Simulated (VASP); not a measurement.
# CaScBr5 (P1) in VASP: single point with PBEsol

Aim: the single point of CaScBr5 with PBEsol.

Program: VASP 6.6.1. These are calculated values, not measurements. Logs are shortened: lines on timing, memory, paths and dates and some standing lists are left out, and cuts for length are marked.

**1. The cell of the first run**

The typed cell holds 7 atoms: a = 6.918 Å, b = 6.826 Å, c = 7.350 Å, α = 135.75°, β = 108.00°, γ = 86.67°.

**2. Single point, PBEsol**

INCAR reads:

```
SYSTEM = CaScBr5
  PREC = Accurate
  ENCUT = 520
  EDIFF = 1E-7
  ISMEAR = -1
  SIGMA = 0.05
  LREAL = .FALSE.
  LASPH = .TRUE.
  NELM = 100
  ALGO = Normal
  ISIF = 2
  LWAVE = .FALSE.
  LCHARG = .FALSE.
  GGA = PS
  NBANDS = 37
```

KPOINTS reads:

```
Automatic mesh
0
G
  4 4 4
  0 0 0
```

POSCAR reads:

```
CaScBr5
1.0
   -2.5363489594      4.0186378692      5.0273978085
    2.3090919289     -4.0736034467      4.9663581447
    3.0436149470      4.3599211284     -5.0740463364
Ca Sc Br
1 1 5
Direct
    0.4885655439      0.4896858188     -0.0330239885
    0.0513136476      0.0646758573      0.1394157180
    0.6879568939      0.0512089937     -0.0974385066
    0.1115546175      0.5627453542      0.6830257418
    0.2310830060      0.3426188970      0.0988827478
    0.9012219109      0.8008738247      0.2163623552
    0.4441025531      0.0861089730      0.3949042434
```

Potentials or basis: VASP PAW PBE potentials, release 64 (Ca_sv, Sc_sv, Br).

Command:

```console
$ cat potpaw_PBE.64/Ca_sv/POTCAR potpaw_PBE.64/Sc_sv/POTCAR potpaw_PBE.64/Br/POTCAR > POTCAR
$ mpirun -np 1 vasp_std > vasp.out
```

OUTCAR:

```text
SYSTEM = CaScBr5
   PREC = Accurate
   ENCUT = 520
   EDIFF = 1E-7
   ISMEAR = -1
   LREAL = .FALSE.
   LASPH = .TRUE.
   NELM = 100
   ISIF = 2
   GGA = PS

 ion  position               nearest neighbor table
   1  0.489  0.490  0.967-   5 2.79   6 2.81   7 2.84   7 2.94
   2  0.051  0.065  0.139-   3 2.54   5 2.56   6 2.58   4 2.72   4 2.72   7 2.73
   3  0.688  0.051  0.903-   2 2.54
   4  0.112  0.563  0.683-   2 2.72   2 2.72
   5  0.231  0.343  0.099-   2 2.56   1 2.79
   6  0.901  0.801  0.216-   2 2.58   1 2.81
   7  0.444  0.086  0.395-   2 2.73   1 2.84   1 2.94

  LATTYP: Found a triclinic cell.
 ALAT       =     6.8257500539
 B/A-ratio  =     1.4645263241
 C/A-ratio  =     1.2297594106
 COS(alpha) =     0.0124180145
 COS(beta)  =     0.5792993427
 COS(gamma) =     0.7229834063

  Lattice vectors:

 A1 = (   2.3090919289,  -4.0736034467,   4.9663581447)
 A2 = (  -0.2272570305,  -0.0549655775,   9.9937559532)
 A3 = (  -0.5072659876,  -8.3785589976,   0.0466485279)

Analysis of symmetry for initial positions (statically):
=====================================================================
 Subroutine PRICEL returns:
 Original cell was already a primitive cell.

 Routine SETGRP: Setting up the symmetry group for a
 triclinic supercell.

 Subroutine GETGRP returns: Found  1 space group operations
 (whereof  1 operations were pure point group operations)
 out of a pool of  2 trial point group operations.

The static configuration has the point symmetry C_1 .

Analysis of symmetry for dynamics (positions and initial velocities):
=====================================================================
 Subroutine PRICEL returns:
 Original cell was already a primitive cell.

 Routine SETGRP: Setting up the symmetry group for a
 triclinic supercell.

 Subroutine GETGRP returns: Found  1 space group operations
 (whereof  1 operations were pure point group operations)
 out of a pool of  2 trial point group operations.

The dynamic configuration has the point symmetry C_1 .

 Subroutine INISYM returns: Found  1 space group operations
 (whereof  1 operations are pure point group operations),
 and found     1 'primitive' translations

----------------------------------------------------------------------------------------

                                     Primitive cell

  volume of cell :     223.2677

  direct lattice vectors                    reciprocal lattice vectors
    -2.536348959  4.018637869  5.027397808    -0.004404027  0.120179131  0.100623317
     2.309091929 -4.073603447  4.966358145     0.189502592 -0.010892353  0.104311842
     3.043614947  4.359921128 -5.074046336     0.181117176  0.108413077  0.004714858

  length of vectors
     6.917893111  6.825750054  7.349724513     0.156803925  0.216589095  0.211137530

  position of ions in fractional coordinates (direct lattice)
     0.488565544  0.489685819  0.966976012
     0.051313648  0.064675857  0.139415718
     0.687956894  0.051208994  0.902561493
     0.111554617  0.562745354  0.683025742
     0.231083006  0.342618897  0.098882748
     0.901221911  0.800873825  0.216362355
     0.444102553  0.086108973  0.394904243

  ion indices of the primitive-cell ions
   primitive index   ion index
                 1           1
                 2           2
                 3           3
                 4           4
                 5           5
                 6           6
                 7           7

----------------------------------------------------------------------------------------

 KPOINTS: Automatic mesh

Automatic generation of k-mesh.
 Grid dimensions read from file:
 generate k-points for:    4    4    4

 Generating k-lattice:

  Cartesian coordinates                     Fractional coordinates (reciprocal lattice)
    -0.001101007  0.030044783  0.025155829     0.250000000  0.000000000  0.000000000
     0.047375648 -0.002723088  0.026077960     0.000000000  0.250000000 -0.000000000
     0.045279294  0.027103269  0.001178714    -0.000000000  0.000000000  0.250000000

  Length of vectors
     0.039200981  0.054147274  0.052784382

  Shift w.r.t. Gamma in fractional coordinates (k-lattice)
     0.000000000  0.000000000  0.000000000

 Subroutine IBZKPT returns following result:
 ===========================================

 Found     36 irreducible k-points:

 Following reciprocal coordinates:
            Coordinates               Weight
  0.000000  0.000000  0.000000      1.000000
  0.250000  0.000000  0.000000      2.000000
  0.500000  0.000000  0.000000      1.000000
  0.000000  0.250000  0.000000      2.000000
  0.250000  0.250000  0.000000      2.000000
  0.500000  0.250000  0.000000      2.000000
[... 16 lines left out ...]
 -0.000000 -0.250000  0.250000      2.000000
  0.250000 -0.250000  0.250000      2.000000
 [... further k-points ...]
   k-points           NKPTS =     36   k-points in BZ     NKDIM =     36   number of bands    NBANDS=     37
   number of dos      NEDOS =    301   number of ions     NIONS =      7
   total plane-waves  NPLWV = 163296
   dimension x,y,z NGX =    54 NGY =   54 NGZ =   56
   dimension x,y,z NGXF=   108 NGYF=  108 NGZF=  112
   ions per type =               1   1   5
   NGX,Y,Z   is equivalent  to a cutoff of  12.98, 13.15, 12.67 a.u.
   NGXF,Y,Z  is equivalent  to a cutoff of  25.95, 26.30, 25.33 a.u.
 SYSTEM =  CaScBr5
   PREC   = accura    normal or accurate (medium, high low for compatibility)
   ISTART =      0    job   : 0-new  1-cont  2-samecut
   ICHARG =      2    charge: 1-file 2-atom 10-const
   ISPIN  =      1    spin polarized calculation?
   LNONCOLLINEAR =      F non collinear calculations
   LSORBIT =      F    spin-orbit coupling
   LASPH  =      T    aspherical Exc in radial PAW
   ENCUT  =  520.0 eV  38.22 Ry    6.18 a.u.  12.86 12.69 13.67*2*pi/ulx,y,z
   NELM   =    100;   NELMIN=  2; NELMDL= -5     # of ELM steps
   EDIFF  = 0.1E-06   stopping-criterion for ELM
   LREAL  =      F    real-space projection
   EDIFFG = 0.1E-05   stopping-criterion for IOM
   NSW    =      0    number of steps for IOM
   IBRION =     -1    ionic relax: 0-MD 1-quasi-New 2-CG
   NFREE  =      0    steps in history (QN), initial steepest desc. (CG)
   ISIF   =      2    stress and relaxation
   ISYM   =      2    0-nonsym 1-usesym 2-fastsym
   POTIM  = 0.5000    time-step for ionic-motion
   TEBEG  =    0.0;   TEEND  =   0.0 temperature during run
   PSTRESS=    0.0 pullay stress
   NELECT =      56.0000    total number of electrons
   NUPDOWN=      -1.0000    fix difference up-down
   EMIN   =  10.00;   EMAX   =-10.00  energy-range for DOS
   EFERMI =   0.00;   METHOD = LEGACY
   ISMEAR =    -1;   SIGMA  =   0.05  broadening in eV -4-tet -1-fermi 0-gaus
   EFERMI_NEDOS =   21; number of points for ismear=-14 and -15
   IALGO  =     38    algorithm
   IMIX   =      4    mixing-type and parameters
     AMIX     =   0.40;   BMIX     =  1.00
     AMIX_MAG =   1.60;   BMIX_MAG =  1.00
  volume/ion in A,a.u.               =      31.90       215.24
  Fermi-wavevector in a.u.,A,eV,Ry     =   1.032434  1.951017 14.502714  1.065919
  Thomas-Fermi vector in A             =   2.166631
   LORBIT       =      0    0 simple, 1 ext, 2 COOP (PROOUT), +10 PAW based schemes
   GGA     = PS    functional components
   LHFCALC =     F    Hartree Fock is set to
   AEXX    =    0.0000 exact exchange contribution
   IVDW    =     0    specifies the selected vdW correction
   LEPSILON=     F    determine dielectric tensor
   LRPA    =     F    only Hartree local field effects (RPA)
 non-spin polarized calculation
  energy-cutoff  :      520.00
  volume of cell :      223.27
 maximum number of plane-waves:      6030
 NGX is ok and might be reduce to    54
   NGX = 25   NGY = 25   NGZ = 27

 number of electron      55.9999998 magnetization

 Free energy of the ion-electron system (eV)
  ---------------------------------------------------
  ext. energy  EPLUGINS =         0.00000000
  ---------------------------------------------------
  free energy    TOTEN  =       -30.26283356 eV

  energy without entropy =      -30.26283356  energy(sigma->0) =      -30.26283356

 E-fermi :   1.1410     XC(G=0):  -8.1889

 val. band max:       -0.0038393022   @ k =   0.0000   0.0000   0.0000
 cond. band min:       2.5986990502   @ k =   0.5000   0.2500   0.0000
 fundamental gap:      2.6025383524
 Fermi energy:         1.1409763952

 k-point     1 :       0.0000    0.0000    0.0000
  band No.  band energies     occupation
      1     -49.0423      2.00000
      2     -39.6043      2.00000
      3     -27.8076      2.00000
      4     -27.7272      2.00000
      5     -27.7063      2.00000
      6     -20.7308      2.00000
[... 29 lines left out ...]
     36       5.1082      0.00000
     37       5.4068      0.00000

 k-point     2 :       0.2500    0.0000    0.0000
  band No.  band energies     occupation
      1     -49.0423      2.00000
      2     -39.6043      2.00000
      3     -27.8076      2.00000
      4     -27.7272      2.00000
      5     -27.7063      2.00000
      6     -20.7308      2.00000
[... 29 lines left out ...]
     36       5.3398      0.00000
     37       5.4695      0.00000

 k-point     3 :       0.5000    0.0000    0.0000
  band No.  band energies     occupation
      1     -49.0423      2.00000
      2     -39.6043      2.00000
      3     -27.8076      2.00000
      4     -27.7272      2.00000
      5     -27.7063      2.00000
      6     -20.7308      2.00000
[... 29 lines left out ...]
     36       5.4319      0.00000
     37       5.7691      0.00000
[... 761 lines left out ...]
 k-point    23 :      -0.0000   -0.2500    0.2500
  band No.  band energies     occupation
      1     -49.0423      2.00000
      2     -39.6043      2.00000
      3     -27.8076      2.00000
      4     -27.7272      2.00000
      5     -27.7063      2.00000
      6     -20.7309      2.00000
[... 29 lines left out ...]
     36       5.2456      0.00000
     37       5.4179      0.00000

 k-point    24 :       0.2500   -0.2500    0.2500
  band No.  band energies     occupation
      1     -49.0423      2.00000
      2     -39.6043      2.00000
      3     -27.8076      2.00000
      4     -27.7272      2.00000
      5     -27.7063      2.00000
      6     -20.7309      2.00000
[... 29 lines left out ...]
     36       5.3097      0.00000
     37       5.7075      0.00000

 [... further k-points ...]
[... 5 lines left out ...]
  --------------------------------------------------------------------------------------
  -------------------------------------------------------------------------------------
  Total        0.1223887      0.1474910      0.1732218     -0.0026354     -0.0045161     -0.0022139
  in kB        0.8782660      1.0584007      1.2430458     -0.0189114     -0.0324077     -0.0158873
  external PRESSURE =       1.0599042 kB  Pullay stress =       0.0000000 kB

 VOLUME and BASIS-vectors are now :
 -----------------------------------------------------------------------------
  energy-cutoff  :      520.00
  volume of cell :      223.27
      direct lattice vectors                 reciprocal lattice vectors
    -2.536348959  4.018637869  5.027397808    -0.004404027  0.120179131  0.100623317
     2.309091929 -4.073603447  4.966358145     0.189502592 -0.010892353  0.104311842
     3.043614947  4.359921128 -5.074046336     0.181117176  0.108413077  0.004714858

 POSITION                                       TOTAL-FORCE (eV/Angst)
 -----------------------------------------------------------------------------------
      2.83466      4.18452     -0.01831        -0.000215      0.000891     -0.000106
      0.44352      0.55059     -0.12822        -0.000533      0.003834     -0.004159
      1.12040      6.49114     -0.86668        -0.002508     -0.017098     -0.008670
      3.09536      1.13383     -0.11008        -0.001407     -0.004209     -0.000282
      0.50599     -0.03593      2.36158         0.005132     -0.006222      0.014172
      0.22200      1.30256      7.41039         0.002667      0.013038     -0.009216
      0.27437      3.15566      0.65657        -0.003137      0.009766      0.008263
 -----------------------------------------------------------------------------------
    total drift:                               -0.000168     -0.000105      0.000258

  FREE ENERGIE OF THE ION-ELECTRON SYSTEM (eV)
  ---------------------------------------------------
  free  energy   TOTEN  =       -30.2628335596 eV

  energy  without entropy=      -30.2628335596  energy(sigma->0) =      -30.26283356
```

Wall time 6.2 min (1 thread of Intel Xeon Platinum 8488C (Sapphire Rapids), shared host); peak memory 0.57 GiB.

What came out:

```
Free energy            : -30.2628 eV
Pressure               : 0.1 GPa
Largest force          : 0.019 eV/Å
Band gap on the k mesh : 2.60 eV (least direct gap 2.65 eV)
```

Forces on the atoms (eV/Å):
```
Ca   0.000  0.001  0.000
Sc  -0.001  0.004 -0.004
Br  -0.003 -0.017 -0.009
Br  -0.001 -0.004  0.000
Br   0.005 -0.006  0.014
Br   0.003  0.013 -0.009
Br  -0.003  0.010  0.008
```

Levels at points of the mesh, in eV from the valence-band top:
```
           k point  band 24  band 25  band 26  band 27  band 28  band 29  band 30  band 31  band 32  band 33
(0.00, 0.00, 0.00)    -1.00    -0.81    -0.69    -0.49     0.00     2.65     2.81     2.92     3.16     4.14
(0.50, 0.00, 0.00)    -1.24    -1.12    -0.79    -0.62    -0.21     2.66     2.74     3.00     3.14     4.15
(0.00, 0.50, 0.00)    -1.00    -0.93    -0.60    -0.43    -0.11     2.81     2.96     3.14     4.18     4.39
(0.50, 0.50, 0.00)    -1.26    -0.97    -0.74    -0.38    -0.28     2.78     2.99     3.20     4.29     4.32
(0.00, 0.00, 0.50)    -1.09    -0.90    -0.50    -0.43    -0.13     2.83     2.93     3.18     4.21     4.39
(0.50, 0.00, 0.50)    -1.15    -1.04    -0.63    -0.47    -0.16     2.88     2.97     3.11     4.05     4.47
(0.00, 0.50, 0.50)    -1.18    -1.01    -0.86    -0.66    -0.10     2.64     2.82     2.93     3.12     4.20
(0.50, 0.50, 0.50)    -1.17    -0.99    -0.85    -0.77    -0.58     2.63     2.75     2.96     3.12     4.17
```

Caveat: the PAW data sets were made with another functional, which shifts forces and pressure a little.
